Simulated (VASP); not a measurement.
# InSb (F-43m) in VASP: settings compared, part 2 of 2

VASP 6.6.1. The steps go on from the part before.

### Step 3. Single point, PBE0

The input, POSCAR:

```
InSb
1.0
    0.0000000000      3.2599290560      3.2599290560
    3.2599290560      0.0000000000      3.2599290560
    3.2599290560      3.2599290560      0.0000000000
In Sb
1 1
Direct
    0.0000000000      0.0000000000      0.0000000000
    0.2500000000      0.2500000000      0.2500000000
```

The input, INCAR.step1:

```
PREC = Accurate ; ENCUT = 520
EDIFF = 1E-5 ; ISMEAR = 0
SIGMA = 0.1 ; LREAL = False
LASPH = True ; NELM = 80
ALGO = Normal ; ISIF = 2
LWAVE = True ; NBANDS = 16
GGA = PE
```

The input, INCAR.step2:

```
PREC = Accurate ; ENCUT = 520
EDIFF = 1E-6 ; ISMEAR = 0
SIGMA = 0.1 ; LREAL = False
LASPH = True ; NELM = 80
ALGO = Normal ; ISIF = 2
LWAVE = False ; LCHARG = True
GGA = PE ; LHFCALC = True
AEXX = 0.25 ; PRECFOCK = Normal
LELF = True ; LVHAR = True
NBANDS = 16 ; ISTART = 1
```

The input, KPOINTS:

```
regular mesh
0
Gamma
  4 4 4
```

Potentials or basis: VASP PAW PBE potentials, release 64 (In_d, Sb).

Run with:

```bash
cat potpaw_PBE.64/In_d/POTCAR potpaw_PBE.64/Sb/POTCAR > POTCAR
cp INCAR.step1 INCAR
mpirun -np 1 vasp_std > vasp.out
cp INCAR.step2 INCAR
mpirun -np 1 vasp_std > vasp.out
```

OUTCAR:

```text
PREC = Accurate
   ENCUT = 520
   EDIFF = 1E-6
   ISMEAR = 0
   LREAL = False
   LASPH = True
   NELM = 80
   ISIF = 2
   GGA = PE
   LHFCALC = True
   AEXX = 0.25
   PRECFOCK = Normal
   ISTART = 1

 ion  position               nearest neighbor table
   1  0.000  0.000  0.000-   2 2.82   2 2.82   2 2.82   2 2.82
   2  0.250  0.250  0.250-   1 2.82   1 2.82   1 2.82   1 2.82

  LATTYP: Found a face centered cubic cell.
 ALAT       =     6.5198581120

  Lattice vectors:

 A1 = (   0.0000000000,   3.2599290560,   3.2599290560)
 A2 = (   3.2599290560,   0.0000000000,   3.2599290560)
 A3 = (   3.2599290560,   3.2599290560,   0.0000000000)

Analysis of symmetry for initial positions (statically):
=====================================================================
 Subroutine PRICEL returns:
 Original cell was already a primitive cell.

 Routine SETGRP: Setting up the symmetry group for a
 face centered cubic supercell.

 Subroutine GETGRP returns: Found 24 space group operations
 (whereof 24 operations were pure point group operations)
 out of a pool of 48 trial point group operations.

The static configuration has the point symmetry T_d .

Analysis of symmetry for dynamics (positions and initial velocities):
=====================================================================
 Subroutine PRICEL returns:
 Original cell was already a primitive cell.

 Routine SETGRP: Setting up the symmetry group for a
 face centered cubic supercell.

 Subroutine GETGRP returns: Found 24 space group operations
 (whereof 24 operations were pure point group operations)
 out of a pool of 48 trial point group operations.

The dynamic configuration has the point symmetry T_d .

 Subroutine INISYM returns: Found 24 space group operations
 (whereof 24 operations are pure point group operations),
 and found     1 'primitive' translations

----------------------------------------------------------------------------------------

                                     Primitive cell

  volume of cell :      69.2874

  direct lattice vectors                    reciprocal lattice vectors
     0.000000000  3.259929056  3.259929056    -0.153377571  0.153377571  0.153377571
     3.259929056  0.000000000  3.259929056     0.153377571 -0.153377571  0.153377571
     3.259929056  3.259929056  0.000000000     0.153377571  0.153377571 -0.153377571

  length of vectors
     4.610235883  4.610235883  4.610235883     0.265657746  0.265657746  0.265657746

  position of ions in fractional coordinates (direct lattice)
     0.000000000  0.000000000  0.000000000
     0.250000000  0.250000000  0.250000000

  ion indices of the primitive-cell ions
   primitive index   ion index
                 1           1
                 2           2

----------------------------------------------------------------------------------------

 KPOINTS: regular mesh

Automatic generation of k-mesh.
 Grid dimensions read from file:
 generate k-points for:    4    4    4

 Generating k-lattice:

  Cartesian coordinates                     Fractional coordinates (reciprocal lattice)
    -0.038344393  0.038344393  0.038344393     0.250000000  0.000000000  0.000000000
     0.038344393 -0.038344393  0.038344393     0.000000000  0.250000000  0.000000000
     0.038344393  0.038344393 -0.038344393     0.000000000  0.000000000  0.250000000
[... 23 lines left out ...]
   number of dos      NEDOS =    301   number of ions     NIONS =      2
   total plane-waves  NPLWV =  46656
   dimension x,y,z NGX =    36 NGY =   36 NGZ =   36
   dimension x,y,z NGXF=    72 NGYF=   72 NGZF=   72
   ions per type =               1   1
   NGX,Y,Z   is equivalent  to a cutoff of  12.98, 12.98, 12.98 a.u.
   NGXF,Y,Z  is equivalent  to a cutoff of  25.96, 25.96, 25.96 a.u.
 SYSTEM =  unknown system
   PREC   = accura    normal or accurate (medium, high low for compatibility)
   ISTART =      1    job   : 0-new  1-cont  2-samecut
   ICHARG =      0    charge: 1-file 2-atom 10-const
   ISPIN  =      1    spin polarized calculation?
   LNONCOLLINEAR =      F non collinear calculations
   LSORBIT =      F    spin-orbit coupling
   LASPH  =      T    aspherical Exc in radial PAW
   ENCUT  =  520.0 eV  38.22 Ry    6.18 a.u.   8.57  8.57  8.57*2*pi/ulx,y,z
   NELM   =     80;   NELMIN=  2; NELMDL=  0     # of ELM steps
   EDIFF  = 0.1E-05   stopping-criterion for ELM
   LREAL  =      F    real-space projection
   EDIFFG = 0.1E-04   stopping-criterion for IOM
   NSW    =      0    number of steps for IOM
   IBRION =     -1    ionic relax: 0-MD 1-quasi-New 2-CG
   NFREE  =      0    steps in history (QN), initial steepest desc. (CG)
   ISIF   =      2    stress and relaxation
   ISYM   =      3    0-nonsym 1-usesym 2-fastsym
   POTIM  = 0.5000    time-step for ionic-motion
   TEBEG  =    0.0;   TEEND  =   0.0 temperature during run
   PSTRESS=    0.0 pullay stress
   NELECT =      18.0000    total number of electrons
   NUPDOWN=      -1.0000    fix difference up-down
   EMIN   =  10.00;   EMAX   =-10.00  energy-range for DOS
   EFERMI =   0.00;   METHOD = LEGACY
   ISMEAR =     0;   SIGMA  =   0.10  broadening in eV -4-tet -1-fermi 0-gaus
   EFERMI_NEDOS =   21; number of points for ismear=-14 and -15
   IALGO  =     38    algorithm
   IMIX   =      1    mixing-type and parameters
     AMIX     =   0.40;   BMIX     =  1.00
     AMIX_MAG =   1.60;   BMIX_MAG =  1.00
  volume/ion in A,a.u.               =      34.64       233.79
  Fermi-wavevector in a.u.,A,eV,Ry     =   1.044594  1.973996 14.846359  1.091177
  Thomas-Fermi vector in A             =   2.179353
   LORBIT       =      0    0 simple, 1 ext, 2 COOP (PROOUT), +10 PAW based schemes
   GGA     = PE    functional components
   LHFCALC =     T    Hartree Fock is set to
   PRECFOCK=normal    Normal, Fast or Accurate (Low or Medium for compatibility)
   ENCUT4O =  -1.0   cutoff for four orbital integrals eV
   NKREDX  =     1    reduce k-point grid by
   NKREDY  =     1    reduce k-point grid by
   NKREDZ  =     1    reduce k-point grid by
   AEXX    =    0.2500 exact exchange contribution
   HFSCREEN=    0.0000 screening length (either q_TF or 0.3 A-1)
   HFSCREENC=   0.0000 screening length for correlation (either q_TF or 0.3 A-1)
   ENCUTFOCK=  -1.0 apply spherical cutoff to Coloumb kernel
   IVDW    =     0    specifies the selected vdW correction
   LEPSILON=     F    determine dielectric tensor
   LRPA    =     F    only Hartree local field effects (RPA)
 non-spin polarized calculation
 Gauss-broadening in eV      SIGMA  =   0.10
  energy-cutoff  :      520.00
  volume of cell :       69.29
 maximum number of plane-waves:      1892
 NGX is ok and might be reduce to    36
  NGX = 28; NGY = 28; NGZ = 28

 number of electron      17.9999994 magnetization

 Free energy of the ion-electron system (eV)
  ---------------------------------------------------
  ext. energy  EPLUGINS =         0.00000000
  ---------------------------------------------------
  free energy    TOTEN  =        -9.25818389 eV

  energy without entropy =       -9.25818389  energy(sigma->0) =       -9.25818389

 E-fermi :   4.6701     XC(G=0):  -6.8089

 val. band max:        4.1700343933   @ k =   0.0000   0.0000   0.0000
 cond. band min:       5.2828883486   @ k =   0.0000   0.0000   0.0000
 fundamental gap:      1.1128539554
 Fermi energy:         4.6700592521

 k-point     1 :       0.0000    0.0000    0.0000
  band No.  band energies     occupation
      1     -12.2587      2.00000
      2     -12.2587      2.00000
      3     -12.2587      2.00000
      4     -12.1731      2.00000
      5     -12.1731      2.00000
      6      -7.4939      2.00000
[... 129 lines left out ...]
      3     -12.2193      2.00000
      4     -12.1817      2.00000
      5     -12.1713      2.00000
      6      -5.3115      2.00000
[... 8 lines left out ...]
     15      15.6223      0.00000
     16      16.3283      0.00000

------------------------ aborting loop because EDIFF is reached ----------------------------------------

  FORCE on cell =-STRESS in cart. coord.  units (eV):
  Direction    XX          YY          ZZ          XY          YZ          ZX
  --------------------------------------------------------------------------------------
  -------------------------------------------------------------------------------------
  Total       -0.0018702     -0.0018702     -0.0018702     -0.0000000      0.0000000     -0.0000000
  in kB       -0.0432454     -0.0432454     -0.0432454     -0.0000000      0.0000000     -0.0000000
  external PRESSURE =      -0.0432454 kB  Pullay stress =       0.0000000 kB

 VOLUME and BASIS-vectors are now :
 -----------------------------------------------------------------------------
  energy-cutoff  :      520.00
  volume of cell :       69.29
      direct lattice vectors                 reciprocal lattice vectors
     0.000000000  3.259929056  3.259929056    -0.153377571  0.153377571  0.153377571
     3.259929056  0.000000000  3.259929056     0.153377571 -0.153377571  0.153377571
     3.259929056  3.259929056  0.000000000     0.153377571  0.153377571 -0.153377571

 POSITION                                       TOTAL-FORCE (eV/Angst)
 -----------------------------------------------------------------------------------
      0.00000      0.00000      0.00000        -0.000000     -0.000000     -0.000000
      1.62996      1.62996      1.62996         0.000000      0.000000      0.000000
 -----------------------------------------------------------------------------------
    total drift:                               -0.000015     -0.000002      0.000004

  FREE ENERGIE OF THE ION-ELECTRON SYSTEM (eV)
  ---------------------------------------------------
  free  energy   TOTEN  =        -9.2581838917 eV

  energy  without entropy=       -9.2581838917  energy(sigma->0) =       -9.25818389
```

Wall time 11 min (1 thread of Intel Xeon Platinum 8488C (Sapphire Rapids), shared host); peak memory 0.21 GiB.

What came out:

```
Free energy            : -9.2582 eV
Pressure               : 0.0 GPa
Band gap on the k mesh : 1.11 eV, direct
```

Caveat: the PAW data sets were made with another functional, which shifts forces and pressure a little; spin-orbit coupling is left out, which moves the levels of the heavy elements.

### Step 4. Single point, HF

POSCAR is that of step 3.

The input, INCAR.step1:

```
  ALGO = Normal
  EDIFF = 1E-5
  ENCUT = 520
  GGA = PE
  ISIF = 2
  ISMEAR = 0
  LASPH = T
  LREAL = F
  LWAVE = T
  NBANDS = 16
  NELM = 60
  PREC = Accurate
  SIGMA = 0.1
```

The input, INCAR.step2:

```
  AEXX = 1.0
  AGGAC = 0.0
  ALDAC = 0.0
  ALGO = Normal
  EDIFF = 1E-7
  ENCUT = 520
  GGA = PE
  ISIF = 2
  ISMEAR = 0
  ISTART = 1
  LASPH = T
  LCHARG = T
  LELF = T
  LHFCALC = T
  LREAL = F
  LVHAR = T
  LWAVE = F
  NBANDS = 16
  NELM = 60
  PREC = Accurate
  PRECFOCK = Normal
  SIGMA = 0.1
```

The input, KPOINTS:

```
k-points
0
Gamma
  4 4 4
```

Run with:

```bash
cat potpaw_PBE.64/In_d/POTCAR potpaw_PBE.64/Sb/POTCAR > POTCAR
cp INCAR.step1 INCAR
mpirun -np 1 vasp_std > vasp.out
cp INCAR.step2 INCAR
mpirun -np 1 vasp_std > vasp.out
```

Wall time 25 min (1 thread of Intel Xeon Platinum 8488C (Sapphire Rapids), shared host); peak memory 0.22 GiB.

Results (log left out):

```yaml
Free_energy: -41.3207 eV
Pressure: -17.7 GPa
Band_gap_on_the_k_mesh: 10.16 eV, indirect (least direct gap 11.64 eV)
```

Levels at points of the mesh, in eV from the valence-band top:
| k point | band 5 | band 6 | band 7 | band 8 | band 9 | band 10 | band 11 | band 12 | band 13 | band 14 |
| --- | --- | --- | --- | --- | --- | --- | --- | --- | --- | --- |
| (0.00, 0.00, 0.00) | -18.96 | -7.68 | 0.00 | 0.00 | 0.00 | 13.07 | 13.28 | 13.28 | 13.28 | 16.40 |
| (0.50, 0.00, 0.00) | -18.96 | -5.62 | -3.76 | -0.66 | -0.66 | 11.38 | 13.87 | 13.87 | 14.36 | 17.37 |
| (0.50, 0.50, 0.00) | -18.96 | -4.74 | -3.52 | -1.63 | -1.63 | 10.16 | 11.57 | 16.21 | 16.83 | 16.83 |

Caveat: the PAW data sets were made with another functional, which shifts forces and pressure a little; spin-orbit coupling is left out, which moves the levels of the heavy elements. A k mesh can miss the band edges.

### Step 5. The runs side by side

```tsv
level	potentials or basis	k mesh	grid for exact exchange (PRECFOCK)	gap on the mesh (eV)	pressure (GPa)
LDA	VASP PAW LDA potentials, release 64 (In_d, Sb)	12 × 12 × 12	-	none	-1.3
PBE0	VASP PAW PBE potentials, release 64 (In_d, Sb)	4 × 4 × 4	Normal	1.11	0.0
HF	VASP PAW PBE potentials, release 64 (In_d, Sb)	4 × 4 × 4	Normal	10.16	-17.7
```

Alike in all rows: task single point; no spin polarisation; cell as given; cutoff (eV) 520; smearing gaussian 0.1 eV.

Caveats: spin-orbit coupling is left out, which moves the levels of the heavy elements; the PAW data sets were made with another functional, which shifts forces and pressure a little (some runs).

Total energies depend on the potentials used, so only differences within one code and one set of settings carry meaning.
